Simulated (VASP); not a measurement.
Write the native input for VASP 6.6.1 that does the following.

* Task: single point
* Functional: LDA
* Potentials or basis: VASP PAW LDA potentials, release 64 (Ta_sv_GW, N)
* Cutoff: 700 eV
* k mesh: 15 × 15 × 8
* Occupations: gaussian, width 0.15 eV
* Spin: no spin polarisation
* Dipole correction: no
* Further INCAR settings: ALGO = Normal; EDIFF = 1e-06; NBANDS = 22

The structure of Ta2N lies in POSCAR:

```
Ta2N
1.0
    3.0618406011      0.0000000000      0.0000000000
   -1.5309203006      2.6516317429      0.0000000000
    0.0000000000      0.0000000000      4.6756217847
Ta N
2 1
Direct
    0.6666666667      0.3333333333      0.7466885012
    0.3333333333      0.6666666667      0.2533114988
    0.0000000000      0.0000000000      0.0000000000
```

This cell differs from its parent crystal: engineering shear strain xy +0.0000, normal strain along z -0.0233.

The input as run:

INCAR

```
SYSTEM = Ta2N
PREC = Accurate
ENCUT = 700
EDIFF = 1E-6
ISMEAR = 0
SIGMA = 0.15
LREAL = .FALSE.
LASPH = .TRUE.
NELM = 120
ALGO = Normal
ISIF = 2
LWAVE = .FALSE.
LCHARG = .FALSE.
GGA = CA
NBANDS = 22
GGA_COMPAT = .FALSE.
```

KPOINTS

```
Automatic mesh
0
G
  15 15 8
  0 0 0
```

Potentials or basis: VASP PAW LDA potentials, release 64 (Ta_sv_GW, N).

The run is started by

```bash
$ cat potpaw_LDA.64/Ta_sv_GW/POTCAR potpaw_LDA.64/N/POTCAR > POTCAR
$ mpirun -np 1 vasp_std > vasp.out
```

It gave:

The pressure is 9.0 GPa. The largest force is 0.013 eV/Å and the band gap on the k mesh is zero (an odd number of electrons rules out a gap without spin polarisation).

Caveat: the cell differs from its parent crystal (engineering shear strain xy +0.0000, normal strain along z -0.0233); the stress differs along the axes, from 7 to 13 GPa; spin-orbit coupling is left out, which moves the levels of the heavy elements.

Wall time 93 s on 1 thread of Intel(R) Xeon(R) 6975P-C (Granite Rapids) (shared host), peak memory 0.35 GiB.
